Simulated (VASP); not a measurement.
# Al (Im-3m) in VASP: further runs

Runs on Al. Level: BLYP. Tasks: single point, relaxation of cell and atoms.

Everything below comes from runs of VASP 6.6.1. Logs are shortened: lines on timing, memory, paths and dates and some standing lists are left out, and cuts for length are marked.

## Step 1: The cell of the first run

Symmetry: Im-3m, No. 229, cubic system. The conventional cell has a = 3.357 Å, b = 3.357 Å, c = 3.357 Å, α = 90.00°, β = 90.00°, γ = 90.00°. Al (site symmetry m-3m) has 14 Al at 2.91 to 3.36 Å within 3.8 Å.

## Step 2: Single point, BLYP (volume scaled by 1.04)

File INCAR:

```
SYSTEM = Al
  AGGAC = 1.0
  AGGAX = 1.0
  ALDAC = 0.0
  ALDAX = 1.0
  ALGO = Normal
  EDIFF = 1E-7
  ENCUT = 520
  GGA = B5
  ISIF = 2
  ISMEAR = -1
  LASPH = .True.
  LCHARG = .False.
  LREAL = .False.
  LWAVE = .False.
  NBANDS = 8
  NELM = 60
  PREC = Accurate
  SIGMA = 0.1
```

File KPOINTS:

```
k-points
0
Gamma
  15 15 15
  0 0 0
```

File POSCAR:

```
Al
1.0
   -1.6785382339      1.6785382339      1.6785382339
    1.6785382339     -1.6785382339      1.6785382339
    1.6785382339      1.6785382339     -1.6785382339
Al
1
Direct
    0.0000000000      0.0000000000      0.0000000000
```

Potentials or basis: VASP PAW PBE potentials, release 64 (Al).

Run with:

```
cat potpaw_PBE.64/Al/POTCAR > POTCAR
mpirun -np 1 vasp_std > vasp.out
```

OUTCAR:

```text
SYSTEM = Al
   EDIFF = 1E-7
   ENCUT = 520
   GGA = B5
   ISIF = 2
   ISMEAR = -1
   LASPH = .True.
   LREAL = .False.
   NELM = 60
   PREC = Accurate

 ion  position               nearest neighbor table
   1  0.000  0.000  0.000-

  LATTYP: Found a body centered cubic cell.
 ALAT       =     3.3570764678

  Lattice vectors:

 A1 = (  -1.6785382339,   1.6785382339,   1.6785382339)
 A2 = (   1.6785382339,  -1.6785382339,   1.6785382339)
 A3 = (   1.6785382339,   1.6785382339,  -1.6785382339)

Analysis of symmetry for initial positions (statically):
=====================================================================
 Subroutine PRICEL returns:
 Original cell was already a primitive cell.

 Routine SETGRP: Setting up the symmetry group for a
 body centered cubic supercell.

 Subroutine GETGRP returns: Found 48 space group operations
 (whereof 48 operations were pure point group operations)
 out of a pool of 48 trial point group operations.

The static configuration has the point symmetry O_h .

Analysis of symmetry for dynamics (positions and initial velocities):
=====================================================================
 Subroutine PRICEL returns:
 Original cell was already a primitive cell.

 Routine SETGRP: Setting up the symmetry group for a
 body centered cubic supercell.

 Subroutine GETGRP returns: Found 48 space group operations
 (whereof 48 operations were pure point group operations)
 out of a pool of 48 trial point group operations.

The dynamic configuration has the point symmetry O_h .

 Subroutine INISYM returns: Found 48 space group operations
 (whereof 48 operations are pure point group operations),
 and found     1 'primitive' translations

----------------------------------------------------------------------------------------

                                     Primitive cell

  volume of cell :      18.9171

  direct lattice vectors                    reciprocal lattice vectors
    -1.678538234  1.678538234  1.678538234     0.000000000  0.297878231  0.297878231
     1.678538234 -1.678538234  1.678538234     0.297878231  0.000000000  0.297878231
     1.678538234  1.678538234 -1.678538234     0.297878231  0.297878231  0.000000000

  length of vectors
     2.907313504  2.907313504  2.907313504     0.421263434  0.421263434  0.421263434

  position of ions in fractional coordinates (direct lattice)
     0.000000000  0.000000000  0.000000000

  ion indices of the primitive-cell ions
   primitive index   ion index
                 1           1

----------------------------------------------------------------------------------------

 KPOINTS: k-points

Automatic generation of k-mesh.
 Grid dimensions read from file:
 generate k-points for:   15   15   15

 Generating k-lattice:

  Cartesian coordinates                     Fractional coordinates (reciprocal lattice)
     0.000000000  0.019858549  0.019858549     0.066666667  0.000000000  0.000000000
     0.019858549  0.000000000  0.019858549     0.000000000  0.066666667  0.000000000
     0.019858549  0.019858549  0.000000000     0.000000000  0.000000000  0.066666667

  Length of vectors
     0.028084229  0.028084229  0.028084229

  Shift w.r.t. Gamma in fractional coordinates (k-lattice)
     0.000000000  0.000000000  0.000000000

 Subroutine IBZKPT returns following result:
 ===========================================

 Found    120 irreducible k-points:

 Following reciprocal coordinates:
            Coordinates               Weight
  0.000000  0.000000  0.000000      1.000000
  0.066667  0.000000  0.000000     12.000000
  0.133333  0.000000  0.000000     12.000000
  0.200000  0.000000  0.000000     12.000000
  0.266667  0.000000  0.000000     12.000000
  0.333333  0.000000  0.000000     12.000000
[... 16 lines left out ...]
  0.333333  0.200000  0.000000     48.000000
  0.400000  0.200000  0.000000     24.000000
 [... further k-points ...]
   k-points           NKPTS =    120   k-points in BZ     NKDIM =    120   number of bands    NBANDS=      8
   number of dos      NEDOS =    301   number of ions     NIONS =      1
   total plane-waves  NPLWV =  13824
   dimension x,y,z NGX =    24 NGY =   24 NGZ =   24
   dimension x,y,z NGXF=    48 NGYF=   48 NGZF=   48
   ions per type =               1
   NGX,Y,Z   is equivalent  to a cutoff of  13.72, 13.72, 13.72 a.u.
   NGXF,Y,Z  is equivalent  to a cutoff of  27.45, 27.45, 27.45 a.u.
 SYSTEM =  Al
   PREC   = accura    normal or accurate (medium, high low for compatibility)
   ISTART =      0    job   : 0-new  1-cont  2-samecut
   ICHARG =      2    charge: 1-file 2-atom 10-const
   ISPIN  =      1    spin polarized calculation?
   LNONCOLLINEAR =      F non collinear calculations
   LSORBIT =      F    spin-orbit coupling
   LASPH  =      T    aspherical Exc in radial PAW
   ENCUT  =  520.0 eV  38.22 Ry    6.18 a.u.   5.41  5.41  5.41*2*pi/ulx,y,z
   NELM   =     60;   NELMIN=  2; NELMDL= -5     # of ELM steps
   EDIFF  = 0.1E-06   stopping-criterion for ELM
   LREAL  =      F    real-space projection
   EDIFFG = 0.1E-05   stopping-criterion for IOM
   NSW    =      0    number of steps for IOM
   IBRION =     -1    ionic relax: 0-MD 1-quasi-New 2-CG
   NFREE  =      0    steps in history (QN), initial steepest desc. (CG)
   ISIF   =      2    stress and relaxation
   ISYM   =      2    0-nonsym 1-usesym 2-fastsym
   POTIM  = 0.5000    time-step for ionic-motion
   TEBEG  =    0.0;   TEEND  =   0.0 temperature during run
   PSTRESS=    0.0 pullay stress
   NELECT =       3.0000    total number of electrons
   NUPDOWN=      -1.0000    fix difference up-down
   EMIN   =  10.00;   EMAX   =-10.00  energy-range for DOS
   EFERMI =   0.00;   METHOD = LEGACY
   ISMEAR =    -1;   SIGMA  =   0.10  broadening in eV -4-tet -1-fermi 0-gaus
   EFERMI_NEDOS =   21; number of points for ismear=-14 and -15
   IALGO  =     38    algorithm
   IMIX   =      4    mixing-type and parameters
     AMIX     =   0.40;   BMIX     =  1.00
     AMIX_MAG =   1.60;   BMIX_MAG =  1.00
  volume/ion in A,a.u.               =      18.92       127.66
  Fermi-wavevector in a.u.,A,eV,Ry     =   0.886130  1.674543 10.683649  0.785226
  Thomas-Fermi vector in A             =   2.007255
   LORBIT       =      0    0 simple, 1 ext, 2 COOP (PROOUT), +10 PAW based schemes
   GGA     = B5    functional components
   LHFCALC =     F    Hartree Fock is set to
   AEXX    =    0.0000 exact exchange contribution
   IVDW    =     0    specifies the selected vdW correction
   LEPSILON=     F    determine dielectric tensor
   LRPA    =     F    only Hartree local field effects (RPA)
 non-spin polarized calculation
  energy-cutoff  :      520.00
  volume of cell :       18.92
 maximum number of plane-waves:       531
 NGX is ok and might be reduce to    24
   NGX = 11   NGY = 11   NGZ = 11

 number of electron       3.0000000 magnetization

 Free energy of the ion-electron system (eV)
  ---------------------------------------------------
  ext. energy  EPLUGINS =         0.00000000
  ---------------------------------------------------
  free energy    TOTEN  =        -2.62543200 eV

  energy without entropy =       -2.60987794  energy(sigma->0) =       -2.61765497

 E-fermi :   7.0650     XC(G=0):  -9.1732

 val. band max:        6.9905916217   @ k =  -0.3333  -0.4667   0.1333
 cond. band min:       7.0667118274   @ k =  -0.4000   0.4000   0.2000
 fundamental gap:      0.0761202057
 Fermi energy:         7.0650113467

 k-point     1 :       0.0000    0.0000    0.0000
  band No.  band energies     occupation
      1      -3.0836      2.00000
      2      19.4876      0.00000
      3      19.4876      0.00000
      4      19.4876      0.00000
      5      19.6093      0.00000
      6      19.6093      0.00000
      7      19.6093      0.00000
      8      22.5414      0.00000

 k-point     2 :       0.0667    0.0000    0.0000
  band No.  band energies     occupation
      1      -2.9671      2.00000
      2      17.6906      0.00000
      3      18.1845      0.00000
      4      19.0627      0.00000
      5      19.3591      0.00000
      6      20.5910      0.00000
      7      21.1084      0.00000
      8      21.6905      0.00000

 k-point     3 :       0.1333    0.0000    0.0000
  band No.  band energies     occupation
      1      -2.6180      2.00000
      2      15.3154      0.00000
      3      17.0198      0.00000
      4      18.1697      0.00000
      5      18.7290      0.00000
      6      20.1822      0.00000
      7      21.8740      0.00000
      8      22.4241      0.00000

 k-point     4 :       0.2000    0.0000    0.0000
  band No.  band energies     occupation
      1      -2.0378      2.00000
      2      12.8318      0.00000
      3      16.0518      0.00000
      4      17.2338      0.00000
      5      17.9795      0.00000
      6      19.3408      0.00000
      7      22.6687      0.00000
      8      22.7621      0.00000

 k-point     5 :       0.2667    0.0000    0.0000
  band No.  band energies     occupation
      1      -1.2290      2.00000
      2      10.4284      0.00000
      3      15.2798      0.00000
      4      16.4194      0.00000
      5      17.2907      0.00000
      6      18.6123      0.00000
      7      23.3576      0.00000
      8      23.5968      0.00000
[... 177 lines left out ...]
 k-point    22 :       0.2667    0.2000    0.0000
  band No.  band energies     occupation
      1       1.1739      2.00000
      2       7.8456      0.00081
      3       9.4609      0.00000
      4      14.1966      0.00000
      5      19.3495      0.00000
      6      20.6987      0.00000
      7      24.0000      0.00000
      8      25.7943      0.00000

 k-point    23 :       0.3333    0.2000    0.0000
  band No.  band energies     occupation
      1       2.5315      2.00000
      2       5.8759      1.99999
      3       9.1381      0.00000
      4      13.8971      0.00000
      5      19.0751      0.00000
      6      21.6143      0.00000
      7      23.7621      0.00000
      8      25.6463      0.00000

 k-point    24 :       0.4000    0.2000    0.0000
  band No.  band energies     occupation
      1       4.0891      2.00000
      2       4.1133      2.00000
      3       9.0303      0.00000
      4      13.7966      0.00000
      5      18.9804      0.00000
      6      22.1115      0.00000
      7      23.6527      0.00000
      8      25.2106      0.00000

 [... further k-points ...]
[... 5 lines left out ...]
  --------------------------------------------------------------------------------------
  -------------------------------------------------------------------------------------
  Total       -0.1933986     -0.1933986     -0.1933986      0.0000000      0.0000000      0.0000000
  in kB      -16.3798594    -16.3798594    -16.3798594      0.0000000      0.0000000      0.0000000
  external PRESSURE =     -16.3798594 kB  Pullay stress =       0.0000000 kB

 VOLUME and BASIS-vectors are now :
 -----------------------------------------------------------------------------
  energy-cutoff  :      520.00
  volume of cell :       18.92
      direct lattice vectors                 reciprocal lattice vectors
    -1.678538234  1.678538234  1.678538234     0.000000000  0.297878231  0.297878231
     1.678538234 -1.678538234  1.678538234     0.297878231  0.000000000  0.297878231
     1.678538234  1.678538234 -1.678538234     0.297878231  0.297878231  0.000000000

 POSITION                                       TOTAL-FORCE (eV/Angst)
 -----------------------------------------------------------------------------------
      0.00000      0.00000      0.00000        -0.000000      0.000000      0.000000
 -----------------------------------------------------------------------------------
    total drift:                                0.000000     -0.000000      0.000000

  FREE ENERGIE OF THE ION-ELECTRON SYSTEM (eV)
  ---------------------------------------------------
  free  energy   TOTEN  =        -2.6254320012 eV

  energy  without entropy=       -2.6098779401  energy(sigma->0) =       -2.61765497
```

It took 14 s on 1 thread of AMD EPYC 9R45 (Zen 5), shared host; peak memory 0.1 GiB.

What came out:

| Item | Value |
| --- | --- |
| Free energy | -2.6254 eV |
| Pressure | -1.6 GPa |

Levels at points of the mesh, in eV from the Fermi level:
```tsv
k point	band 1	band 2	band 3	band 4	band 5
(0.00, 0.00, 0.00)	-10.15	12.42	12.42	12.42	12.54
```

Caveat: the PAW data sets were made with another functional, which shifts forces and pressure a little.

## Step 3: Single point, BLYP (volume scaled by 1.08)

File INCAR:

```
SYSTEM = Al
PREC = Accurate ; ENCUT = 520
EDIFF = 1E-6 ; ISMEAR = -1
SIGMA = 0.1 ; LREAL = .FALSE.
LASPH = .TRUE. ; NELM = 80
ALGO = Normal ; ISIF = 2
LWAVE = .FALSE. ; LCHARG = .FALSE.
GGA = B5 ; ALDAX = 1.0
AGGAX = 1.0 ; AGGAC = 1.0
ALDAC = 0.0 ; NBANDS = 8
```

File KPOINTS:

```
regular mesh
0
G
  15 15 15
  0 0 0
```

File POSCAR:

```
Al
1.0
   -1.6997878092      1.6997878092      1.6997878092
    1.6997878092     -1.6997878092      1.6997878092
    1.6997878092      1.6997878092     -1.6997878092
Al
1
Direct
    0.0000000000      0.0000000000      0.0000000000
```

Potentials or basis: VASP PAW PBE potentials, release 64 (Al).

Run with:

```
cat potpaw_PBE.64/Al/POTCAR > POTCAR
mpirun -np 1 vasp_std > vasp.out
```

It took 12 s on 1 thread of AMD EPYC 9R45 (Zen 5), shared host; peak memory 0.11 GiB.

Results (log left out):

| Item | Value |
| --- | --- |
| Free energy | -2.6149 eV |
| Pressure | -3.0 GPa |

Levels at points of the mesh, in eV from the Fermi level:
| k point | band 1 | band 2 | band 3 | band 4 |
| --- | --- | --- | --- | --- |
| (0.00, 0.00, 0.00) | -9.90 | 12.07 | 12.07 | 12.07 |

Caveat: the PAW data sets were made with another functional, which shifts forces and pressure a little.

(Part 1 of 2 ends here.)
